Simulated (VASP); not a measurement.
Ga2Te2O: single point with PBE

Crystal: Ga2Te2O.

```xyz
10
Lattice="-2.1040 -5.7773 2.9822 -2.1040 5.7773 2.9822 -4.2080 0.0000 -5.9643" Properties=species:S:1:pos:R:3 pbc="T T T"
Ga   -6.3120   -1.6283   -2.8236
Ga   -4.2080    4.1490    0.1585
Ga   -6.3120    1.6283   -2.8236
Ga   -4.2080   -4.1490    0.1585
Te   -6.3120   -3.9576   -1.5374
Te   -4.2080    1.8197    1.4447
Te   -6.3120    3.9576   -1.5374
Te   -4.2080   -1.8197    1.4447
O    -6.3120    0.0000   -2.0137
O    -2.1040    0.0000   -2.0137
```

| Property | Result |
| --- | --- |
| Program | VASP 6.6.1 |
| Task | single point |
| Functional | PBE |
| Potentials or basis | VASP PAW PBE potentials, release 64 (Ga_d, Te, O) |
| Cutoff | 520 eV |
| k mesh | 2 × 2 × 2 |
| Occupations | gaussian, width 0.1 eV |
| Spin | no spin polarisation |

* Pressure: 0.2 GPa
* Largest force: 0.067 eV/Å
* Band gap on the k mesh: 1.49 eV

Forces in eV/Å, atoms in the order of the input:
```
Ga  -0.004 -0.039  0.014
Ga  -0.004 -0.039  0.014
Ga  -0.004  0.039  0.014
Ga  -0.004  0.039  0.014
Te   0.014  0.063 -0.016
Te   0.014  0.063 -0.016
Te   0.014 -0.063 -0.016
Te   0.014 -0.063 -0.016
O   -0.019  0.000  0.005
O   -0.019  0.000  0.005
```

Stress tensor (GPa, compression positive):
```
 0.39  0.00 -0.06
 0.00  0.10  0.00
-0.06  0.00  0.06
```

Levels at points of the mesh, in eV from the valence-band top:
```csv
k point,band 42,band 43,band 44,band 45,band 46,band 47
"(0.00, 0.00, 0.00)",-0.48,-0.21,-0.10,1.49,1.98,3.00
"(0.50, 0.00, 0.00)",-0.71,-0.30,-0.30,2.68,2.68,3.19
"(0.50, 0.50, 0.00)",-0.60,-0.49,-0.08,1.98,2.17,2.60
"(0.00, 0.00, 0.50)",-0.48,-0.01,-0.01,1.93,1.93,3.71
"(0.50, 0.00, 0.50)",-0.50,-0.31,0.00,2.15,2.28,2.75
"(0.50, 0.50, 0.50)",-1.05,-0.30,-0.30,2.38,2.38,3.18
```

Wall time 2.7 min on 1 thread of AMD EPYC 7R43 64-Core Processor (Zen 3), with other jobs on the host, peak memory 0.39 GiB.

Caveat: the k points lie up to 0.53 Å⁻¹ apart; spin-orbit coupling is left out, which moves the levels of the heavy elements. A k mesh can miss the band edges.
